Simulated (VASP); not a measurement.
# Nb16H (a cell with a defect) in VASP: notebook

Nb16H (a cell with a defect) is run at these levels: PBE; tasks: single point.

Everything below comes from runs of VASP 6.6.1. Logs are shortened: lines on timing, memory, paths and dates and some standing lists are left out, and cuts for length are marked.

## Step 1: The cell of the first run

The cell holds a defect, 17 atoms: a = 6.600 Å, b = 6.600 Å, c = 6.600 Å, α = 90.00°, β = 90.00°, γ = 90.00°.

## Step 2: Single point, PBE

INCAR reads:

```
  PREC = Accurate
  ENCUT = 520
  EDIFF = 1E-6
  ISMEAR = 0
  SIGMA = 0.1
  LREAL = Auto
  LASPH = T
  NELM = 80
  ALGO = Normal
  ISIF = 2
  LWAVE = F
  LCHARG = F
  GGA = PE
  NBANDS = 118
```

KPOINTS reads:

```
Automatic mesh
0
Gamma
  3 3 3
```

POSCAR reads:

```
Nb16H
1.0
    6.6000000000      0.0000000000      0.0000000000
    0.0000000000      6.6000000000      0.0000000000
    0.0000000000      0.0000000000      6.6000000000
Nb H
16 1
Direct
   -0.0007364717      0.0010013026      0.0001765457
    0.4992917356     -0.0001655297      0.0025472520
   -0.0007373137      0.4988966708      0.0001719899
   -0.0006292597      0.0063298321      0.4945697931
    0.2492560917      0.2499506115      0.2477694095
    0.4992900036      0.5000704812      0.0025436822
    0.4993071172     -0.0001971463      0.5018675096
    0.7494644799      0.2499499247      0.2478447588
   -0.0006331760      0.4935638207      0.4945720199
    0.2502925595      0.7499477237      0.2501462679
    0.2492352126      0.2499514838      0.7484714700
    0.4993039354      0.5000970181      0.5018668453
    0.7483177594      0.7499463309      0.2502315787
    0.7493973740      0.2499489597      0.7484790522
    0.2556097968      0.7499525044      0.7557471593
    0.7428143093      0.7499476685      0.7558276918
   -0.0009207340      0.7499512134      0.6254235042
```

Potentials or basis: VASP PAW PBE potentials, release 64 (Nb_sv, H).

The run is started by

```bash
$ cat potpaw_PBE.64/Nb_sv/POTCAR potpaw_PBE.64/H/POTCAR > POTCAR
$ mpirun -np 1 vasp_std > vasp.out
```

OUTCAR:

```text
PREC = Accurate
   ENCUT = 520
   EDIFF = 1E-6
   ISMEAR = 0
   LREAL = Auto
   LASPH = T
   NELM = 80
   ISIF = 2
   GGA = PE

 ion  position               nearest neighbor table
   1  0.999  0.001  0.000-   8 2.84   5 2.84  14 2.86  11 2.86  15 2.87  16 2.87  10 2.87  13 2.87

   2  0.499  1.000  0.003-  16 2.82  15 2.82   5 2.84   8 2.84  10 2.84  13 2.84  11 2.87  14 2.87

   3  0.999  0.499  0.000-   8 2.84   5 2.84  14 2.86  11 2.86  15 2.87  16 2.87  13 2.87  10 2.87

   4  0.999  0.006  0.495-  17 1.90   8 2.82   5 2.82  11 2.85  14 2.85  10 2.87  13 2.87  15 2.95
                            16 2.95
   5  0.249  0.250  0.248-   9 2.82   4 2.82   2 2.84   6 2.84   1 2.84   3 2.84  12 2.87   7 2.87

   6  0.499  0.500  0.003-  16 2.82  15 2.82   5 2.84   8 2.84  10 2.84  13 2.84  11 2.87  14 2.87

   7  0.499  1.000  0.502-  11 2.85  14 2.85  16 2.85  15 2.85  13 2.86  10 2.86   5 2.87   8 2.87

   8  0.749  0.250  0.248-   9 2.82   4 2.82   2 2.84   6 2.84   1 2.84   3 2.84   7 2.87  12 2.87

   9  0.999  0.494  0.495-  17 1.90   8 2.82   5 2.82  11 2.85  14 2.85  10 2.87  13 2.87  15 2.95
                            16 2.95
  10  0.250  0.750  0.250-   6 2.84   2 2.84  12 2.86   7 2.86   4 2.87   9 2.87   1 2.87   3 2.87

  11  0.249  0.250  0.748-  12 2.85   7 2.85   9 2.85   4 2.85   3 2.86   1 2.86   6 2.87   2 2.87

  12  0.499  0.500  0.502-  11 2.85  14 2.85  16 2.85  15 2.85  13 2.86  10 2.86   5 2.87   8 2.87

  13  0.748  0.750  0.250-   6 2.84   2 2.84  12 2.86   7 2.86   9 2.87   4 2.87   3 2.87   1 2.87

  14  0.749  0.250  0.748-   7 2.85  12 2.85   9 2.85   4 2.85   3 2.86   1 2.86   2 2.87   6 2.87

  15  0.256  0.750  0.756-  17 1.90   6 2.82   2 2.82   7 2.85  12 2.85   1 2.87   3 2.87   4 2.95
                             9 2.95
  16  0.743  0.750  0.756-  17 1.90   6 2.82   2 2.82  12 2.85   7 2.85   3 2.87   1 2.87   9 2.95
                             4 2.95
  17  0.999  0.750  0.625-  16 1.90  15 1.90   4 1.90   9 1.90

  LATTYP: Found a simple cubic cell.
 ALAT       =     6.6000000000

  Lattice vectors:

 A1 = (   6.6000000000,   0.0000000000,   0.0000000000)
 A2 = (   0.0000000000,   6.6000000000,   0.0000000000)
 A3 = (   0.0000000000,   0.0000000000,   6.6000000000)

Analysis of symmetry for initial positions (statically):
=====================================================================
 Subroutine PRICEL returns:
 Original cell was already a primitive cell.

 Routine SETGRP: Setting up the symmetry group for a
 simple cubic supercell.

 Subroutine GETGRP returns: Found  2 space group operations
 (whereof  1 operations were pure point group operations)
 out of a pool of 48 trial point group operations.

The static configuration has the point symmetry C_1 .
 The point group associated with its full space group is C_1h.

Analysis of symmetry for dynamics (positions and initial velocities):
=====================================================================
 Subroutine PRICEL returns:
 Original cell was already a primitive cell.

 Routine SETGRP: Setting up the symmetry group for a
 simple cubic supercell.

 Subroutine GETGRP returns: Found  2 space group operations
 (whereof  1 operations were pure point group operations)
 out of a pool of 48 trial point group operations.

The dynamic configuration has the point symmetry C_1 .
 The point group associated with its full space group is C_1h.

 Subroutine INISYM returns: Found  2 space group operations
 (whereof  1 operations are pure point group operations),
 and found     1 'primitive' translations

----------------------------------------------------------------------------------------

                                     Primitive cell

  volume of cell :     287.4960

  direct lattice vectors                    reciprocal lattice vectors
     6.600000000  0.000000000  0.000000000     0.151515152  0.000000000  0.000000000
     0.000000000  6.600000000  0.000000000     0.000000000  0.151515152  0.000000000
     0.000000000  0.000000000  6.600000000     0.000000000  0.000000000  0.151515152

  length of vectors
     6.600000000  6.600000000  6.600000000     0.151515152  0.151515152  0.151515152

  position of ions in fractional coordinates (direct lattice)
     0.999263528  0.001001303  0.000176546
     0.499291736  0.999834470  0.002547252
     0.999262686  0.498896671  0.000171990
     0.999370740  0.006329832  0.494569793
     0.249256092  0.249950611  0.247769410
     0.499290004  0.500070481  0.002543682
[... 9 lines left out ...]
     0.742814309  0.749947668  0.755827692
     0.999079266  0.749951213  0.625423504

  ion indices of the primitive-cell ions
   primitive index   ion index
                 1           1
                 2           2
                 3           3
                 4           4
                 5           5
                 6           6
[... 9 lines left out ...]
                16          16
                17          17

----------------------------------------------------------------------------------------

 KPOINTS: Automatic mesh

Automatic generation of k-mesh.
 Grid dimensions read from file:
 generate k-points for:    3    3    3

 Generating k-lattice:

  Cartesian coordinates                     Fractional coordinates (reciprocal lattice)
     0.050505051  0.000000000  0.000000000     0.333333333  0.000000000  0.000000000
     0.000000000  0.050505051  0.000000000     0.000000000  0.333333333  0.000000000
     0.000000000  0.000000000  0.050505051     0.000000000  0.000000000  0.333333333

  Length of vectors
     0.050505051  0.050505051  0.050505051

  Shift w.r.t. Gamma in fractional coordinates (k-lattice)
     0.000000000  0.000000000  0.000000000

 Subroutine IBZKPT returns following result:
 ===========================================

 Found     10 irreducible k-points:

 Following reciprocal coordinates:
            Coordinates               Weight
  0.000000  0.000000  0.000000      1.000000
  0.333333  0.000000  0.000000      2.000000
  0.000000  0.333333  0.000000      2.000000
  0.000000  0.000000  0.333333      2.000000
  0.333333  0.333333  0.000000      4.000000
  0.000000  0.333333  0.333333      4.000000
  0.333333  0.000000  0.333333      2.000000
 -0.333333  0.000000  0.333333      2.000000
  0.333333  0.333333  0.333333      4.000000
 -0.333333  0.333333  0.333333      4.000000
   k-points           NKPTS =     10   k-points in BZ     NKDIM =     10   number of bands    NBANDS=    118
   number of dos      NEDOS =    301   number of ions     NIONS =     17
   total plane-waves  NPLWV = 125000
   dimension x,y,z NGX =    50 NGY =   50 NGZ =   50
   dimension x,y,z NGXF=   100 NGYF=  100 NGZF=  100
   ions per type =              16   1
   NGX,Y,Z   is equivalent  to a cutoff of  12.59, 12.59, 12.59 a.u.
   NGXF,Y,Z  is equivalent  to a cutoff of  25.19, 25.19, 25.19 a.u.
 SYSTEM =  unknown system
   PREC   = accura    normal or accurate (medium, high low for compatibility)
   ISTART =      0    job   : 0-new  1-cont  2-samecut
   ICHARG =      2    charge: 1-file 2-atom 10-const
   ISPIN  =      1    spin polarized calculation?
   LNONCOLLINEAR =      F non collinear calculations
   LSORBIT =      F    spin-orbit coupling
   LASPH  =      T    aspherical Exc in radial PAW
   ENCUT  =  520.0 eV  38.22 Ry    6.18 a.u.  12.27 12.27 12.27*2*pi/ulx,y,z
   NELM   =     80;   NELMIN=  2; NELMDL= -5     # of ELM steps
   EDIFF  = 0.1E-05   stopping-criterion for ELM
   LREAL  =      T    real-space projection
   EDIFFG = 0.1E-04   stopping-criterion for IOM
   NSW    =      0    number of steps for IOM
   IBRION =     -1    ionic relax: 0-MD 1-quasi-New 2-CG
   NFREE  =      0    steps in history (QN), initial steepest desc. (CG)
   ISIF   =      2    stress and relaxation
   ISYM   =      2    0-nonsym 1-usesym 2-fastsym
   POTIM  = 0.5000    time-step for ionic-motion
   TEBEG  =    0.0;   TEEND  =   0.0 temperature during run
   PSTRESS=    0.0 pullay stress
   NELECT =     209.0000    total number of electrons
   NUPDOWN=      -1.0000    fix difference up-down
   EMIN   =  10.00;   EMAX   =-10.00  energy-range for DOS
   EFERMI =   0.00;   METHOD = LEGACY
   ISMEAR =     0;   SIGMA  =   0.10  broadening in eV -4-tet -1-fermi 0-gaus
   EFERMI_NEDOS =   21; number of points for ismear=-14 and -15
   IALGO  =     38    algorithm
   IMIX   =      4    mixing-type and parameters
     AMIX     =   0.40;   BMIX     =  1.00
     AMIX_MAG =   1.60;   BMIX_MAG =  1.00
  volume/ion in A,a.u.               =      16.91       114.12
  Fermi-wavevector in a.u.,A,eV,Ry     =   1.472018  2.781710 29.481589  2.166836
  Thomas-Fermi vector in A             =   2.587083
   LORBIT       =      0    0 simple, 1 ext, 2 COOP (PROOUT), +10 PAW based schemes
   GGA     = PE    functional components
   LHFCALC =     F    Hartree Fock is set to
   AEXX    =    0.0000 exact exchange contribution
   IVDW    =     0    specifies the selected vdW correction
   LEPSILON=     F    determine dielectric tensor
   LRPA    =     F    only Hartree local field effects (RPA)
 non-spin polarized calculation
 Gauss-broadening in eV      SIGMA  =   0.10
  energy-cutoff  :      520.00
  volume of cell :      287.50
 maximum number of plane-waves:      7809
 NGX is ok and might be reduce to    50
   NGX = 25   NGY = 25   NGZ = 25

 number of electron     209.0000019 magnetization

 Free energy of the ion-electron system (eV)
  ---------------------------------------------------
  ext. energy  EPLUGINS =         0.00000000
  ---------------------------------------------------
  free energy    TOTEN  =      -167.50001873 eV

  energy without entropy =     -167.44558374  energy(sigma->0) =     -167.47280123

 E-fermi :  11.2532     XC(G=0): -12.5426

 val. band max:       11.2279806332   @ k =   0.0000   0.0000   0.3333
 cond. band min:      11.2809443741   @ k =  -0.3333   0.0000   0.3333
 fundamental gap:      0.0529637408
 Fermi energy:        11.2532346848

 k-point     1 :       0.0000    0.0000    0.0000
  band No.  band energies     occupation
      1     -43.0803      2.00000
      2     -42.8937      2.00000
      3     -42.8793      2.00000
      4     -42.8790      2.00000
      5     -42.8590      2.00000
      6     -42.8463      2.00000
[... 108 lines left out ...]
    115      13.5419      0.00000
    116      13.5444      0.00000
[... 1069 lines left out ...]
    115      13.6719      0.00000
    116      13.6987      0.00000
 [bands above 116 left out]

------------------------ aborting loop because EDIFF is reached ----------------------------------------

  FORCE on cell =-STRESS in cart. coord.  units (eV):
  Direction    XX          YY          ZZ          XY          YZ          ZX
  --------------------------------------------------------------------------------------
  -------------------------------------------------------------------------------------
  Total        4.1320056      4.1078307      3.4914571      0.0000000      0.0000000     -0.0047555
  in kB       23.0271227     22.8923991     19.4574306      0.0000000      0.0000000     -0.0265016
  external PRESSURE =      21.7923174 kB  Pullay stress =       0.0000000 kB

 VOLUME and BASIS-vectors are now :
 -----------------------------------------------------------------------------
  energy-cutoff  :      520.00
  volume of cell :      287.50
      direct lattice vectors                 reciprocal lattice vectors
     6.600000000  0.000000000  0.000000000     0.151515152  0.000000000  0.000000000
     0.000000000  6.600000000  0.000000000     0.000000000  0.151515152  0.000000000
     0.000000000  0.000000000  6.600000000     0.000000000  0.000000000  0.151515152

 POSITION                                       TOTAL-FORCE (eV/Angst)
 -----------------------------------------------------------------------------------
      6.59514      0.00661      0.00117         0.001368     -0.006428     -0.002632
      3.29533      6.59891      0.01681        -0.000638      0.003412      0.001479
      6.59513      3.29272      0.00114         0.001368      0.006428     -0.002632
      6.59585      0.04178      3.26416        -0.003248     -0.001896     -0.002191
      1.64509      1.64967      1.63528         0.000846      0.000000      0.001360
      3.29531      3.30047      0.01679        -0.000638     -0.003412      0.001479
[... 9 lines left out ...]
      4.90257      4.94965      4.98846        -0.001126      0.000000      0.004020
      6.59392      4.94968      4.12780         0.005224      0.000000     -0.006429
 -----------------------------------------------------------------------------------
    total drift:                                0.003883      0.336781      0.008168

  FREE ENERGIE OF THE ION-ELECTRON SYSTEM (eV)
  ---------------------------------------------------
  free  energy   TOTEN  =      -167.5000187271 eV

  energy  without entropy=     -167.4455837418  energy(sigma->0) =     -167.47280123
```

Run time: 25 min. Hardware: 1 thread of Intel Xeon 8259CL, shared host; peak memory 0.47 GiB.

What came out:

```yaml
Free_energy: -167.5000 eV
Pressure: 2.2 GPa
Largest_force: 0.010 eV/Å
Band_gap_on_the_k_mesh: zero (an odd number of electrons rules out a gap without spin polarisation)
```

Forces in eV/Å, atoms in the order of the input:
```
Nb   0.001 -0.006 -0.003
Nb  -0.001  0.003  0.001
Nb   0.001  0.006 -0.003
Nb  -0.003 -0.002 -0.002
Nb   0.001  0.000  0.001
Nb  -0.001 -0.003  0.001
Nb   0.001  0.010  0.003
Nb  -0.003  0.000 -0.001
Nb  -0.003  0.002 -0.002
Nb  -0.001  0.000  0.003
Nb   0.004  0.000 -0.003
Nb   0.001 -0.010  0.003
Nb   0.002  0.000 -0.001
Nb  -0.006  0.000 -0.001
Nb   0.003  0.000  0.005
Nb  -0.001  0.000  0.004
H    0.005  0.000 -0.006
```

Levels at points of the mesh, in eV from the Fermi level:
```tsv
k point	band 99	band 100	band 101	band 102	band 103	band 104	band 105	band 106	band 107	band 108
(0.00, 0.00, 0.00)	0.36	0.37	0.65	0.87	0.90	0.90	0.93	0.93	0.95	0.99
```

## Step 3: Single point, PBE

INCAR reads:

```
PREC     = Accurate       # precision mode
ENCUT    = 520            # plane-wave cutoff, eV
EDIFF    = 1E-6           # SCF threshold, eV
ISMEAR   = 0              # smearing method
SIGMA    = 0.1            # smearing width, eV
LREAL    = Auto         
LASPH    = True           # aspherical terms in the spheres
NELM     = 60             # most SCF steps
ALGO     = Normal         # electronic algorithm
ISIF     = 2              # what is computed and relaxed
LWAVE    = False          # write WAVECAR
LCHARG   = True           # write CHGCAR
GGA      = PE             # functional
LELF     = True           # ELF
LVHAR    = True         
NBANDS   = 118            # bands
```

KPOINTS is that of step 2.

POSCAR reads:

```
Nb16H
1.0
    6.6000000000      0.0000000000      0.0000000000
    0.0000000000      6.6000000000      0.0000000000
    0.0000000000      0.0000000000      6.6000000000
Nb H
16 1
Direct
   -0.0007365152      0.0010013636      0.0001765152
    0.4992916667     -0.0001654545      0.0025472727
   -0.0007372727      0.4988966667      0.0001719697
   -0.0006292424      0.0063298485      0.4945698485
    0.2492560606      0.2499506061      0.2477693939
    0.4992900000      0.5000704545      0.0025436364
    0.4993071212     -0.0001971212      0.5018675758
    0.7494645455      0.2499498485      0.2478446970
   -0.0006331818      0.4935637879      0.4945719697
    0.2502925758      0.7499477273      0.2501462121
    0.2492351515      0.2499515152      0.7484715152
    0.4993039394      0.5000969697      0.5018668182
    0.7483177273      0.7499463636      0.2502315152
    0.7493974242      0.2499489394      0.7484790909
    0.2556098485      0.7499525758      0.7557471212
    0.7428142424      0.7499477273      0.7558277273
   -0.0009207576      0.7499512121      0.6254234848
```

Potentials or basis: VASP PAW PBE potentials, release 64 (Nb_sv, H).

The run is started by

```bash
$ cat potpaw_PBE.64/Nb_sv/POTCAR potpaw_PBE.64/H/POTCAR > POTCAR
$ mpirun -np 1 vasp_std > vasp.out
```

Run time: 20 min. Hardware: 1 thread of Intel Xeon Platinum 8259CL at 2.50GHz (Skylake/Cascade Lake), shared host; peak memory 0.46 GiB.

The run converged. Its results:

```
Free energy            : -167.5000 eV
Pressure               : 2.2 GPa
Largest force          : 0.010 eV/Å
Band gap on the k mesh : zero (an odd number of electrons rules out a gap without spin polarisation)
```

Forces in eV/Å, atoms in the order of the input:
```
Nb   0.001 -0.006 -0.003
Nb  -0.001  0.003  0.001
Nb   0.001  0.006 -0.003
Nb  -0.003 -0.002 -0.002
Nb   0.001  0.000  0.001
Nb  -0.001 -0.003  0.001
Nb   0.001  0.010  0.003
Nb  -0.003  0.000 -0.001
Nb  -0.003  0.002 -0.002
Nb  -0.001  0.000  0.003
Nb   0.004  0.000 -0.003
Nb   0.001 -0.010  0.003
Nb   0.002  0.000 -0.001
Nb  -0.006  0.000 -0.001
Nb   0.003  0.000  0.005
Nb  -0.001  0.000  0.004
H    0.005  0.000 -0.006
```

Stress tensor (GPa, compression positive):
```
2.30 0.00 0.00
0.00 2.29 0.00
0.00 0.00 1.95
```

Levels at points of the mesh, in eV from the Fermi level:
| k point | band 101 | band 102 | band 103 | band 104 | band 105 | band 106 |
| --- | --- | --- | --- | --- | --- | --- |
| (0.00, 0.00, 0.00) | 0.65 | 0.87 | 0.90 | 0.90 | 0.93 | 0.93 |

The gap in the log of VASP goes by the Fermi energy; the results here count the filled bands.